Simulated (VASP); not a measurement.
# BN (kpat) (F-43m) in VASP: notebook

BN (kpat) is run at these levels: PBE; tasks: single point, relaxation of the atoms.

All numbers are computed with VASP 6.6.1; they aren't measurements. Logs are shortened: lines on timing, memory, paths and dates and some standing lists are left out, and cuts for length are marked.

## Step 1: The cell of the first run

The structure is cubic, space group F-43m (No. 216). Conventional cell: a = 3.580 Å, b = 3.580 Å, c = 3.580 Å, α = 90.00°, β = 90.00°, γ = 90.00°. Within 2.1 Å of B (site symmetry -43m) lie 4 N at 1.55 Å. N (site symmetry -43m) has 4 B at 1.55 Å within 2.1 Å.

## Step 2: Single point, PBE (strained cell)

INCAR reads:

```
  PREC = Accurate
  ENCUT = 520
  EDIFF = 1E-6
  ISMEAR = 0
  SIGMA = 0.02
  LREAL = False
  LASPH = True
  NELM = 100
  ALGO = Normal
  ISIF = 2
  LWAVE = False
  LCHARG = False
  GGA = PE
  NBANDS = 11
```

KPOINTS reads:

```
regular mesh
0
Gamma
  12 12 12
```

POSCAR reads:

```
BN
1.0
    0.0000000000      1.7899407191      1.7899407191
    1.7899407191      0.0000000000      1.7899407191
    1.7899407191      1.7899407191      0.0000000000
B N
1 1
Direct
    0.0000000000      0.0000000000      0.0000000000
    0.2500000000      0.2500000000      0.2500000000
```

Potentials or basis: VASP PAW PBE potentials, release 64 (B, N).

On the command line:

```bash
> cat potpaw_PBE.64/B/POTCAR potpaw_PBE.64/N/POTCAR > POTCAR
> mpirun -np 1 vasp_std > vasp.out
```

OUTCAR:

```text
PREC = Accurate
   ENCUT = 520
   EDIFF = 1E-6
   ISMEAR = 0
   LREAL = False
   LASPH = True
   NELM = 100
   ISIF = 2
   GGA = PE

 ion  position               nearest neighbor table
   1  0.000  0.000  0.000-   2 1.55   2 1.55   2 1.55   2 1.55
   2  0.250  0.250  0.250-   1 1.55   1 1.55   1 1.55   1 1.55

  LATTYP: Found a face centered cubic cell.
 ALAT       =     3.5798814382

  Lattice vectors:

 A1 = (   0.0000000000,   1.7899407191,   1.7899407191)
 A2 = (   1.7899407191,   0.0000000000,   1.7899407191)
 A3 = (   1.7899407191,   1.7899407191,   0.0000000000)

Analysis of symmetry for initial positions (statically):
=====================================================================
 Subroutine PRICEL returns:
 Original cell was already a primitive cell.

 Routine SETGRP: Setting up the symmetry group for a
 face centered cubic supercell.

 Subroutine GETGRP returns: Found 24 space group operations
 (whereof 24 operations were pure point group operations)
 out of a pool of 48 trial point group operations.

The static configuration has the point symmetry T_d .

Analysis of symmetry for dynamics (positions and initial velocities):
=====================================================================
 Subroutine PRICEL returns:
 Original cell was already a primitive cell.

 Routine SETGRP: Setting up the symmetry group for a
 face centered cubic supercell.

 Subroutine GETGRP returns: Found 24 space group operations
 (whereof 24 operations were pure point group operations)
 out of a pool of 48 trial point group operations.

The dynamic configuration has the point symmetry T_d .

 Subroutine INISYM returns: Found 24 space group operations
 (whereof 24 operations are pure point group operations),
 and found     1 'primitive' translations

----------------------------------------------------------------------------------------

                                     Primitive cell

  volume of cell :      11.4695

  direct lattice vectors                    reciprocal lattice vectors
     0.000000000  1.789940719  1.789940719    -0.279338860  0.279338860  0.279338860
     1.789940719  0.000000000  1.789940719     0.279338860 -0.279338860  0.279338860
     1.789940719  1.789940719  0.000000000     0.279338860  0.279338860 -0.279338860

  length of vectors
     2.531358441  2.531358441  2.531358441     0.483829098  0.483829098  0.483829098

  position of ions in fractional coordinates (direct lattice)
     0.000000000  0.000000000  0.000000000
[... 81 lines left out ...]
   NSW    =      0    number of steps for IOM
   IBRION =     -1    ionic relax: 0-MD 1-quasi-New 2-CG
   NFREE  =      0    steps in history (QN), initial steepest desc. (CG)
   ISIF   =      2    stress and relaxation
   ISYM   =      2    0-nonsym 1-usesym 2-fastsym
   POTIM  = 0.5000    time-step for ionic-motion
   TEBEG  =    0.0;   TEEND  =   0.0 temperature during run
   PSTRESS=    0.0 pullay stress
   NELECT =       8.0000    total number of electrons
   NUPDOWN=      -1.0000    fix difference up-down
   EMIN   =  10.00;   EMAX   =-10.00  energy-range for DOS
   EFERMI =   0.00;   METHOD = LEGACY
   ISMEAR =     0;   SIGMA  =   0.02  broadening in eV -4-tet -1-fermi 0-gaus
   EFERMI_NEDOS =   21; number of points for ismear=-14 and -15
   IALGO  =     38    algorithm
   IMIX   =      4    mixing-type and parameters
     AMIX     =   0.40;   BMIX     =  1.00
     AMIX_MAG =   1.60;   BMIX_MAG =  1.00
  volume/ion in A,a.u.               =       5.73        38.70
  Fermi-wavevector in a.u.,A,eV,Ry     =   1.451854  2.743606 28.679436  2.107879
  Thomas-Fermi vector in A             =   2.569303
   LORBIT       =      0    0 simple, 1 ext, 2 COOP (PROOUT), +10 PAW based schemes
   GGA     = PE    functional components
   LHFCALC =     F    Hartree Fock is set to
   AEXX    =    0.0000 exact exchange contribution
   IVDW    =     0    specifies the selected vdW correction
   LEPSILON=     F    determine dielectric tensor
   LRPA    =     F    only Hartree local field effects (RPA)
 non-spin polarized calculation
 Gauss-broadening in eV      SIGMA  =   0.02
  energy-cutoff  :      520.00
  volume of cell :       11.47
 maximum number of plane-waves:       331
   NGX =  9   NGY =  9   NGZ =  9

 number of electron       7.9999998 magnetization

 Free energy of the ion-electron system (eV)
  ---------------------------------------------------
  ext. energy  EPLUGINS =         0.00000000
  ---------------------------------------------------
  free energy    TOTEN  =       -17.42984217 eV

  energy without entropy =      -17.42984217  energy(sigma->0) =      -17.42984217

 E-fermi :   7.8680     XC(G=0): -12.9673

 val. band max:        7.7678616282   @ k =   0.0000   0.0000   0.0000
 cond. band min:      12.2577502547   @ k =   0.5000   0.5000   0.0000
 fundamental gap:      4.4898886265
 Fermi energy:         7.8680170470

 k-point     1 :       0.0000    0.0000    0.0000
  band No.  band energies     occupation
      1     -12.7998      2.00000
      2       7.7679      2.00000
      3       7.7679      2.00000
      4       7.7679      2.00000
      5      16.7274      0.00000
      6      16.7274      0.00000
      7      16.7274      0.00000
      8      18.5979      0.00000
      9      33.0754      0.00000
     10      35.8960      0.00000
     11      35.8960      0.00000
[... 309 lines left out ...]
 k-point    24 :      -0.4167    0.1667    0.0000
  band No.  band energies     occupation
      1      -8.0685      2.00000
      2      -2.4835      2.00000
      3       3.5459      2.00000
      4       5.1240      2.00000
      5      17.2286      0.00000
      6      20.2324      0.00000
      7      20.3448      0.00000
      8      23.8436      0.00000
      9      29.1897      0.00000
     10      33.4854      0.00000
     11      35.0444      0.00000

 [... further k-points ...]
[... 5 lines left out ...]
  --------------------------------------------------------------------------------------
  -------------------------------------------------------------------------------------
  Total        1.0889099      1.0889099      1.0889099     -0.0000000     -0.0000000     -0.0000000
  in kB      152.1095937    152.1095937    152.1095937     -0.0000000     -0.0000000     -0.0000000
  external PRESSURE =     152.1095937 kB  Pullay stress =       0.0000000 kB

 VOLUME and BASIS-vectors are now :
 -----------------------------------------------------------------------------
  energy-cutoff  :      520.00
  volume of cell :       11.47
      direct lattice vectors                 reciprocal lattice vectors
     0.000000000  1.789940719  1.789940719    -0.279338860  0.279338860  0.279338860
     1.789940719  0.000000000  1.789940719     0.279338860 -0.279338860  0.279338860
     1.789940719  1.789940719  0.000000000     0.279338860  0.279338860 -0.279338860

 POSITION                                       TOTAL-FORCE (eV/Angst)
 -----------------------------------------------------------------------------------
      0.00000      0.00000      0.00000         0.000000      0.000000      0.000000
      0.89497      0.89497      0.89497        -0.000000     -0.000000     -0.000000
 -----------------------------------------------------------------------------------
    total drift:                                0.000000      0.000000      0.000000

  FREE ENERGIE OF THE ION-ELECTRON SYSTEM (eV)
  ---------------------------------------------------
  free  energy   TOTEN  =       -17.4298421725 eV

  energy  without entropy=      -17.4298421725  energy(sigma->0) =      -17.42984217
```

OSZICAR:

```text
N       E                     dE             d eps       ncg     rms          rms(c)
DAV:   1     0.987225229735E+01    0.98723E+01   -0.50304E+03  1632   0.726E+02
DAV:   2    -0.179150257434E+02   -0.27787E+02   -0.26818E+02  1855   0.162E+02
DAV:   3    -0.184412444023E+02   -0.52622E+00   -0.52466E+00  1881   0.190E+01
DAV:   4    -0.184418860802E+02   -0.64168E-03   -0.64166E-03  1674   0.717E-01
DAV:   5    -0.184418865532E+02   -0.47297E-06   -0.47296E-06  1848   0.204E-02    0.687E+00
DAV:   6    -0.175264806262E+02    0.91541E+00   -0.28903E+00  1647   0.997E+00    0.337E+00
DAV:   7    -0.174447250169E+02    0.81756E-01   -0.11801E-01  1779   0.280E+00    0.196E+00
DAV:   8    -0.174295525373E+02    0.15172E-01   -0.36761E-02  1775   0.140E+00    0.209E-01
DAV:   9    -0.174297541571E+02   -0.20162E-03   -0.91644E-04  1665   0.260E-01    0.863E-02
DAV:  10    -0.174298372196E+02   -0.83062E-04   -0.11717E-04  1730   0.924E-02    0.154E-02
DAV:  11    -0.174298421504E+02   -0.49308E-05   -0.85139E-06  1806   0.241E-02    0.106E-02
DAV:  12    -0.174298421725E+02   -0.22056E-07   -0.14528E-06   954   0.839E-03
   1 F= -.17429842E+02 E0= -.17429842E+02  d E =-.251656E-15
```

stdout:

```text
POSCAR found type information on POSCAR B N
 POSCAR found :  2 types and       2 ions
 scaLAPACK will be used
 LDA part: xc-table for (Slater+PW92), standard interpolation
 POSCAR, INCAR and KPOINTS ok, starting setup
 FFT: planning ... GRIDC
 FFT: planning ... GRID_SOFT
 FFT: planning ... GRID
 WAVECAR not read
 entering main loop
```

It took 8.1 s on 1 thread of Intel Xeon 6975P-C, shared host; peak memory 0.12 GiB.

What came out:

- Free energy: -17.4298 eV
- Pressure: 15.2 GPa
- Band gap on the k mesh: 4.49 eV, indirect (least direct gap 8.96 eV)

Levels at points of the mesh, in eV from the valence-band top:
```csv
k point,band 1,band 2,band 3,band 4,band 5,band 6,band 7,band 8
"(0.00, 0.00, 0.00)",-20.57,0.00,0.00,0.00,8.96,8.96,8.96,10.83
"(0.50, 0.00, 0.00)",-16.21,-10.96,-2.00,-2.00,10.53,10.87,10.87,15.56
"(0.50, 0.50, 0.00)",-14.80,-9.11,-5.05,-5.05,4.49,9.40,18.37,18.37
```

Caveat: the cell differs from its parent crystal (strained cell). A k mesh can miss the band edges.

## Step 3: Relaxation of the atoms, PBE (strained cell)

INCAR reads:

```
SYSTEM = BN
PREC     = Accurate       ! precision mode
ENCUT    = 520            ! plane-wave cutoff, eV
EDIFF    = 1E-6           ! SCF threshold, eV
ISMEAR   = 0              ! smearing method
SIGMA    = 0.02           ! smearing width, eV
LREAL    = .FALSE.        ! projectors in reciprocal space
LASPH    = .TRUE.         ! aspherical terms in the spheres
NELM     = 100            ! most SCF steps
ALGO     = Normal         ! electronic algorithm
ISIF     = 2              ! what is computed and relaxed
LWAVE    = .FALSE.        ! write WAVECAR
LCHARG   = .FALSE.        ! write CHGCAR
GGA      = PE             ! functional
IBRION   = 2              ! ionic algorithm
NSW      = 60             ! ionic steps
EDIFFG   = -0.002         ! ionic threshold
```

KPOINTS reads:

```
Automatic mesh
0
G
  12 12 12
  0 0 0
```

POSCAR is that of step 2.

Potentials or basis: VASP PAW PBE potentials, release 64 (B, N).

On the command line:

```bash
> cat potpaw_PBE.64/B/POTCAR potpaw_PBE.64/N/POTCAR > POTCAR
> mpirun -np 1 vasp_std > vasp.out
```

Wall time 5.1 s (1 thread of Intel Xeon 6975P-C, shared host); peak memory 0.12 GiB.

The run converged. Its results:

```
Free energy             : -17.4298 eV
Pressure after relaxing : 15.2 GPa
Band gap on the k mesh  : 4.49 eV, indirect (least direct gap 8.96 eV)
```

Final structure:
```
B N
1.0
     0.00000    1.78994    1.78994
     1.78994    0.00000    1.78994
     1.78994    1.78994    0.00000
B N
1 1
Direct
  0.00000 0.00000 0.00000
  0.25000 0.25000 0.25000
```

Levels at points of the mesh, in eV from the valence-band top:
| k point | band 1 | band 2 | band 3 | band 4 | band 5 | band 6 | band 7 | band 8 |
| --- | --- | --- | --- | --- | --- | --- | --- | --- |
| (0.00, 0.00, 0.00) | -20.57 | 0.00 | 0.00 | 0.00 | 8.96 | 8.96 | 8.96 | 10.83 |
| (0.50, 0.00, 0.00) | -16.21 | -10.96 | -2.00 | -2.00 | 10.53 | 10.87 | 10.87 | 15.56 |
| (0.50, 0.50, 0.00) | -14.80 | -9.11 | -5.05 | -5.05 | 4.49 | 9.40 | 18.37 | 18.37 |

Caveat: the cell differs from its parent crystal (strained cell); the relaxation stopped at its first step, so nothing moved.
